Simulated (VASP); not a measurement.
Pd, 1 atom in the cell. It takes space group Fm-3m (No. 225, cubic). Conventional cell: a = 3.920 Å, b = 3.920 Å, c = 3.920 Å, α = 90.00°, β = 90.00°, γ = 90.00°. Pd (site symmetry m-3m) has 12 Pd at 2.77 Å within 3.7 Å. 

```yaml
Program: VASP 6.6.1
Task: relaxation of cell and atoms
Functional: PBE
Potentials_or_basis: VASP PAW PBE potentials, release 64 (Pd)
Cutoff: 600 eV
k_mesh: 20 × 20 × 20
Occupations: methfessel-paxton, width 0.1 eV
Spin: no spin polarisation
Dipole_correction: no
Further_INCAR_settings: ALGO = Normal; EDIFF = 1e-07; IBRION = 2; EDIFFG = -0.005; NSW = 80; ISIF = 3
```

Potentials or basis: VASP PAW PBE potentials, release 64 (Pd).

Launch:

```bash
$ cat potpaw_PBE.64/Pd/POTCAR > POTCAR
$ mpirun -np 1 vasp_std > vasp.out
```

Hardware: 1 thread of Intel Xeon 8259CL (shared host).

Problem. How long does it take, and how much memory?

Solution. Run time: 84 s on 1 thread of Intel Xeon 8259CL (shared host), peak memory 0.18 GiB. Counts: scf iterations 26, k points 256, ion steps 3.
